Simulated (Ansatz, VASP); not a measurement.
## One calculation of Ge, two programs

```xyz
2
Lattice="0.0000 2.7439 2.8288 2.7439 0.0000 2.8288 2.7439 2.7439 0.0000" Properties=species:S:1:pos:R:3 pbc="T T T"
Ge    2.7439    2.7439    2.8288
Ge    4.1159    4.1159    4.2432
```

Change from the starting cell: strain -0.030 along x and y, +0.000 along z, atoms carried along.

Alike in both runs: task single point; functional PBE; k mesh 14 × 14 × 14; occupations gaussian, width 0.15 eV; no spin polarisation.

|  | VASP | Ansatz |
| --- | --- | --- |
| version | VASP 6.6.1 | Ansatz 0.2.0 |
| potentials or method | VASP PAW PBE potentials, release 64 (Ge_d), cutoff 520 eV | scalar-relativistic, plane waves, PAW |
| valence electrons in the cell | 28 | 28 |

VASP gave:

| Item | Value |
| --- | --- |
| gap on the k mesh at the Fermi level (eV) | 0.27 |
| least direct gap on the mesh (eV) | 0.51 |
| pressure (GPa) | 8.9 |
| traceless stress, the component that is largest in VASP (GPa) | -1.59 |

**Question.** Which values does Ansatz return?

**Answer.** gap on the k mesh at the Fermi level (eV): 0.27; least direct gap on the mesh (eV): 0.50; pressure (GPa): 9.0; traceless stress, the component that is largest in VASP (GPa): -1.58.
